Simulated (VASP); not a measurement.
Runs of VASP 6.6.1 on Ru. The structure is that of space group P6_3/mmc (No. 194), or close to it. The cells are those of the table. 

```tsv
task	cell	k mesh	cutoff (eV)	gap on the mesh (eV)	pressure (GPa)
single point	a = 2.755, b = 2.755, c = 4.432 Å, angles 90.0, 90.0, 120.0°, 2 atoms	6 × 6 × 4	520	none	-19.9
single point	a = 2.702, b = 2.702, c = 4.266 Å, angles 90.0, 90.0, 120.0°, 2 atoms	18 × 18 × 10	520	none	(a)
single point	a = 2.705, b = 2.705, c = 4.262 Å, angles 90.0, 90.0, 120.0°, 2 atoms	12 × 12 × 4	520	none	1.4
relaxation of cell and atoms	relaxed from a = 2.755, b = 2.755, c = 4.432 Å, angles 90.0, 90.0, 120.0°, 2 atoms	12 × 12 × 4	600	none	0.1
```

Alike in all rows: level r2SCAN; potentials or basis VASP PAW PBE potentials, release 64 (Ru_pv); no spin polarisation; smearing gaussian 0.1 eV.

**Question.** Fill in the values left out.

**Answer.** (a) 1.5.

Caveats: some runs use coarse meshes; the PAW data sets were made with another functional, which shifts forces and pressure a little.

A k mesh can miss the band edges, and the runs leave out spin-orbit coupling on Ru.

A gap of «none» marks levels without a gap at the run's occupations.
